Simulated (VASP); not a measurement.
# P (Fm-3m) in VASP: a series of runs

P is run at these levels: r2SCAN; tasks: relaxation of cell and atoms.

Program: VASP 6.6.1. These are calculated values, not measurements. Logs are shortened: lines on timing, memory, paths and dates and some standing lists are left out, and cuts for length are marked.

**1. The cell of the first run**

It takes space group Fm-3m (No. 225, cubic). Conventional cell: a = 3.880 Å, b = 3.880 Å, c = 3.880 Å, α = 90.00°, β = 90.00°, γ = 90.00°. Within 3.6 Å of P (site symmetry m-3m) lie 12 P at 2.74 Å.

This isn't the form of P at room conditions, which is orthorhombic.

**2. Relaxation of cell and atoms, r2SCAN**

POSCAR reads:

```
P
1.0
    0.0000000000      1.9400000000      1.9400000000
    1.9400000000      0.0000000000      1.9400000000
    1.9400000000      1.9400000000      0.0000000000
P
1
Direct
    0.0000000000      0.0000000000      0.0000000000
```

INCAR.step1 reads:

```
SYSTEM = P
  PREC = Accurate
  ENCUT = 550
  ISMEAR = 1
  SIGMA = 0.05
  LREAL = .FALSE.
  LASPH = .TRUE.
  NELM = 120
  GGA = PE
  ALGO = Normal
  EDIFF = 1E-5
  LWAVE = .TRUE.
  LCHARG = .FALSE.
  GGA_COMPAT = .FALSE.
  IBRION = 2
  ISIF = 3
  EDIFFG = -0.005
  NELMIN = 4
  NSW = 100
```

INCAR.step2 reads:

```
SYSTEM = P
  PREC = Accurate
  ENCUT = 550
  EDIFF = 1E-7
  ISMEAR = 1
  SIGMA = 0.05
  LREAL = .FALSE.
  LASPH = .TRUE.
  NELM = 120
  ALGO = Normal
  ISIF = 3
  LWAVE = .FALSE.
  LCHARG = .FALSE.
  METAGGA = R2SCAN
  LMIXTAU = .TRUE.
  IBRION = 2
  NSW = 80
  EDIFFG = -0.03
  ISTART = 1
  GGA_COMPAT = .FALSE.
  NELMIN = 4
```

KPOINTS reads:

```
Automatic mesh
0
G
  18 18 18
  0 0 0
```

Potentials or basis: VASP PAW PBE potentials, release 64 (P).

Launch:

```sh
$ cat potpaw_PBE.64/P/POTCAR > POTCAR
$ cp INCAR.step1 INCAR
$ mpirun -np 1 vasp_std > vasp.out
$ cp INCAR.step2 INCAR
$ mpirun -np 1 vasp_std > vasp.out
```

OUTCAR:

```text
SYSTEM = P
   PREC = Accurate
   ENCUT = 550
   EDIFF = 1E-7
   ISMEAR = 1
   LREAL = .FALSE.
   LASPH = .TRUE.
   NELM = 120
   ISIF = 3
   METAGGA = R2SCAN
   IBRION = 2
   NSW = 80
   EDIFFG = -0.03
   ISTART = 1
   NELMIN = 4

 ion  position               nearest neighbor table
   1  0.000  0.000  0.000-

  LATTYP: Found a face centered cubic cell.
 ALAT       =     3.8800000000

  Lattice vectors:

 A1 = (   0.0000000000,   1.9400000000,   1.9400000000)
 A2 = (   1.9400000000,   0.0000000000,   1.9400000000)
 A3 = (   1.9400000000,   1.9400000000,   0.0000000000)

Analysis of symmetry for initial positions (statically):
=====================================================================
 Subroutine PRICEL returns:
 Original cell was already a primitive cell.

 Routine SETGRP: Setting up the symmetry group for a
 face centered cubic supercell.

 Subroutine GETGRP returns: Found 48 space group operations
 (whereof 48 operations were pure point group operations)
 out of a pool of 48 trial point group operations.

The static configuration has the point symmetry O_h .

Analysis of symmetry for dynamics (positions and initial velocities):
=====================================================================
 Subroutine PRICEL returns:
 Original cell was already a primitive cell.

 Routine SETGRP: Setting up the symmetry group for a
 face centered cubic supercell.

 Subroutine GETGRP returns: Found 48 space group operations
 (whereof 48 operations were pure point group operations)
 out of a pool of 48 trial point group operations.

The dynamic configuration has the point symmetry O_h .

 Subroutine INISYM returns: Found 48 space group operations
 (whereof 48 operations are pure point group operations),
 and found     1 'primitive' translations

----------------------------------------------------------------------------------------

                                     Primitive cell

  volume of cell :      14.6028

  direct lattice vectors                    reciprocal lattice vectors
     0.000000000  1.940000000  1.940000000    -0.257731959  0.257731959  0.257731959
     1.940000000  0.000000000  1.940000000     0.257731959 -0.257731959  0.257731959
     1.940000000  1.940000000  0.000000000     0.257731959  0.257731959 -0.257731959

  length of vectors
     2.743574311  2.743574311  2.743574311     0.446404847  0.446404847  0.446404847
[... 79 lines left out ...]
   EDIFF  = 0.1E-06   stopping-criterion for ELM
   LREAL  =      F    real-space projection
   EDIFFG = -.3E-01   stopping-criterion for IOM
   NSW    =     80    number of steps for IOM
   IBRION =      2    ionic relax: 0-MD 1-quasi-New 2-CG
   NFREE  =      1    steps in history (QN), initial steepest desc. (CG)
   ISIF   =      3    stress and relaxation
   ISYM   =      2    0-nonsym 1-usesym 2-fastsym
   POTIM  = 0.5000    time-step for ionic-motion
   TEBEG  =    0.0;   TEEND  =   0.0 temperature during run
   PSTRESS=    0.0 pullay stress
   NELECT =       5.0000    total number of electrons
   NUPDOWN=      -1.0000    fix difference up-down
   EMIN   =  10.00;   EMAX   =-10.00  energy-range for DOS
   EFERMI =   0.00;   METHOD = LEGACY
   ISMEAR =     1;   SIGMA  =   0.05  broadening in eV -4-tet -1-fermi 0-gaus
   EFERMI_NEDOS =   21; number of points for ismear=-14 and -15
   IALGO  =     38    algorithm
   IMIX   =      4    mixing-type and parameters
     AMIX     =   0.40;   BMIX     =  1.00
     AMIX_MAG =   1.60;   BMIX_MAG =  1.00
  volume/ion in A,a.u.               =      14.60        98.54
  Fermi-wavevector in a.u.,A,eV,Ry     =   1.145301  2.164306 17.846968  1.311715
  Thomas-Fermi vector in A             =   2.281990
   LORBIT       =      0    0 simple, 1 ext, 2 COOP (PROOUT), +10 PAW based schemes
   METAGGA = R2SCAN    functional components
   LHFCALC =     F    Hartree Fock is set to
   AEXX    =    0.0000 exact exchange contribution
   IVDW    =     0    specifies the selected vdW correction
   LEPSILON=     F    determine dielectric tensor
   LRPA    =     F    only Hartree local field effects (RPA)
 conjugate gradient relaxation of ions
 non-spin polarized calculation
 Methfessel and Paxton  Order N= 1 SIGMA  =   0.05
  energy-cutoff  :      550.00
  volume of cell :       14.60
 maximum number of plane-waves:       444
 NGX is ok and might be reduce to    24
   NGX = 11   NGY = 11   NGZ = 11

 number of electron       5.0000000 magnetization

 Free energy of the ion-electron system (eV)
  ---------------------------------------------------
  ext. energy  EPLUGINS =         0.00000000
  ---------------------------------------------------
  free energy    TOTEN  =        -7.85996114 eV

  energy without entropy =       -7.85991055  energy(sigma->0) =       -7.85994427

 E-fermi :   9.7475     XC(G=0): -12.1906

 val. band max:        9.7176050388   @ k =   0.5000   0.4444   0.0556
 cond. band min:       9.7565793354   @ k =   0.4444   0.2778   0.0556
 fundamental gap:      0.0389742966
 Fermi energy:         9.7475280345

 k-point     1 :       0.0000    0.0000    0.0000
  band No.  band energies     occupation
      1      -7.4990      2.00000
      2      16.9114      0.00000
      3      16.9114      0.00000
      4      16.9114      0.00000
      5      21.8002      0.00000
      6      21.8002      0.00000
[... 199 lines left out ...]
 k-point    24 :      -0.2222    0.0556    0.0000
  band No.  band energies     occupation
      1      -5.7198      2.00000
      2       9.2615      2.00000
      3      14.3057      0.00000
      4      16.0561      0.00000
      5      21.9123      0.00000
      6      22.5388      0.00000

 [... further k-points ...]

------------------------ aborting loop because EDIFF is reached ----------------------------------------

  FORCE on cell =-STRESS in cart. coord.  units (eV):
  Direction    XX          YY          ZZ          XY          YZ          ZX
  --------------------------------------------------------------------------------------
  -------------------------------------------------------------------------------------
  Total        0.0151300      0.0151300      0.0151300      0.0000000      0.0000000      0.0000000
  in kB        1.6600270      1.6600270      1.6600270      0.0000000      0.0000000      0.0000000
  external PRESSURE =       1.6600270 kB  Pullay stress =       0.0000000 kB

 VOLUME and BASIS-vectors are now :
 -----------------------------------------------------------------------------
  energy-cutoff  :      550.00
  volume of cell :       14.60
      direct lattice vectors                 reciprocal lattice vectors
     0.000000000  1.940000000  1.940000000    -0.257731959  0.257731959  0.257731959
     1.940000000  0.000000000  1.940000000     0.257731959 -0.257731959  0.257731959
     1.940000000  1.940000000  0.000000000     0.257731959  0.257731959 -0.257731959

 POSITION                                       TOTAL-FORCE (eV/Angst)
 -----------------------------------------------------------------------------------
      0.00000      0.00000      0.00000         0.000000      0.000000      0.000000
 -----------------------------------------------------------------------------------
    total drift:                                0.000000     -0.000000      0.000000

  FREE ENERGIE OF THE ION-ELECTRON SYSTEM (eV)
  ---------------------------------------------------
  free  energy   TOTEN  =        -7.8599611379 eV

  energy  without entropy=       -7.8599105456  energy(sigma->0) =       -7.85994427

 reached required accuracy - stopping structural energy minimisation
```

OUTCAR.step1:

```text
SYSTEM = P
   PREC = Accurate
   ENCUT = 550
   ISMEAR = 1
   LREAL = .FALSE.
   LASPH = .TRUE.
   NELM = 120
   GGA = PE
   EDIFF = 1E-5
[... 502 lines left out ...]
  -------------------------------------------------------------------------------------
  Total        0.0002177      0.0002177      0.0002177      0.0000000      0.0000000     -0.0000000
  in kB        0.0240394      0.0240394      0.0240394      0.0000000      0.0000000     -0.0000000
  external PRESSURE =       0.0240394 kB  Pullay stress =       0.0000000 kB
[... 16 lines left out ...]
  FREE ENERGIE OF THE ION-ELECTRON SYSTEM (eV)
  ---------------------------------------------------
  free  energy   TOTEN  =        -4.5202892042 eV

  energy  without entropy=       -4.5202631822  energy(sigma->0) =       -4.52028053

 reached required accuracy - stopping structural energy minimisation
```

OSZICAR.step1:

```text
N       E                     dE             d eps       ncg     rms          rms(c)
DAV:   1     0.320298794805E+01    0.32030E+01   -0.22006E+03  2370   0.635E+02
DAV:   2    -0.441263369985E+01   -0.76156E+01   -0.71883E+01  3390   0.688E+01
DAV:   3    -0.452890847228E+01   -0.11627E+00   -0.11593E+00  2796   0.903E+00
[... 12 lines left out ...]
       N       E                     dE             d eps       ncg     rms          rms(c)
DAV:   1    -0.452031139351E+01   -0.40984E-04   -0.85418E-04  2442   0.193E-01    0.318E-02
DAV:   2    -0.452029650061E+01    0.14893E-04   -0.12069E-05  2034   0.347E-02    0.169E-02
DAV:   3    -0.452028936919E+01    0.71314E-05   -0.13595E-05  1230   0.251E-02    0.343E-03
DAV:   4    -0.452028920423E+01    0.16495E-06   -0.36297E-07  1206   0.697E-03
   3 F= -.45202892E+01 E0= -.45202805E+01  d E =-.190484E-03
```

Run time: 24 s. Hardware: 1 thread of Intel Xeon 6975P-C (Granite Rapids), shared host; peak memory 0.14 GiB.

Results:

```
Free energy             : -7.8600 eV
Pressure after relaxing : 0.2 GPa
Band gap on the k mesh  : zero (an odd number of electrons rules out a gap without spin polarisation)
```

Final structure:
```xyz
1
Lattice="0.0000 1.9400 1.9400 1.9400 0.0000 1.9400 1.9400 1.9400 0.0000" Properties=species:S:1:pos:R:3 pbc="T T T"
P     0.0000    0.0000    0.0000
```

Caveat: the relaxation stopped at its first step, so nothing moved; the PAW data sets were made with another functional, which shifts forces and pressure a little.

(Continued in part 2 of 3.)
